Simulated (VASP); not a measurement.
# Ag: relaxation of cell and atoms with revPBE+D3(BJ)

The system is Ag.

```xyz
1
Lattice="0.0000 2.0427 2.0427 2.0427 0.0000 2.0427 2.0427 2.0427 0.0000" Properties=species:S:1:pos:R:3 pbc="T T T"
Ag    0.0000    0.0000    0.0000
```

```yaml
Program: VASP 6.6.1
Task: relaxation of cell and atoms
Functional: revPBE
Dispersion: D3(BJ)
Potentials_or_basis: VASP PAW PBE potentials, release 64 (Ag)
Cutoff: 600 eV
k_mesh: 11 × 11 × 11
Occupations: fermi-dirac, width 0.05 eV
Spin: no spin polarisation
Dipole_correction: no
Further_INCAR_settings: ALGO = Normal; EDIFF = 1e-06; IBRION = 2; EDIFFG = -0.01; NSW = 60; ISIF = 3
```

| Item | Value |
| --- | --- |
| Relaxed volume | 16.46 Å³/atom |
| Relaxed cell | a = 2.855 Å, b = 2.855 Å, c = 2.855 Å, α = 60.00°, β = 60.00°, γ = 60.00° |
| Space group after relaxing (to 0.05 Å) | Fm-3m (No. 225) |
| Energy gained by relaxing | 7.2 meV/atom |
| Ionic steps | 3 |
| Pressure after relaxing | 0.0 GPa |
| Dispersion energy per atom | -1.168 eV |

The path:
```csv
step,energy change (eV),largest force (eV/Å),pressure (GPa),volume (Å³)
1,0.0000,0.0000,-3.75,17.05
2,-0.0039,0.0000,2.96,16.08
3,-0.0072,0.0000,0.00,16.46
```

Final structure:
```
CELL_PARAMETERS angstrom
0.00000 2.01888 2.01888
2.01888 0.00000 2.01888
2.01888 2.01888 0.00000
ATOMIC_POSITIONS crystal
Ag 0.00000 0.00000 0.00000
```

Levels at points of the mesh, in eV from the Fermi level:
```
           k point  band 2  band 3  band 4  band 5  band 6  band 7  band 8  band 9
(0.00, 0.00, 0.00)   -5.20   -5.20   -5.20   -4.10   -4.10   15.85   19.66   19.66
```

Wall time 32 s on 1 thread of Intel Xeon 8259CL, with other jobs on the host, peak memory 0.16 GiB.

Caveat: the PAW data sets were made with another functional, which shifts forces and pressure a little; pairwise dispersion overbinds metals, which lowers pressure and volume.
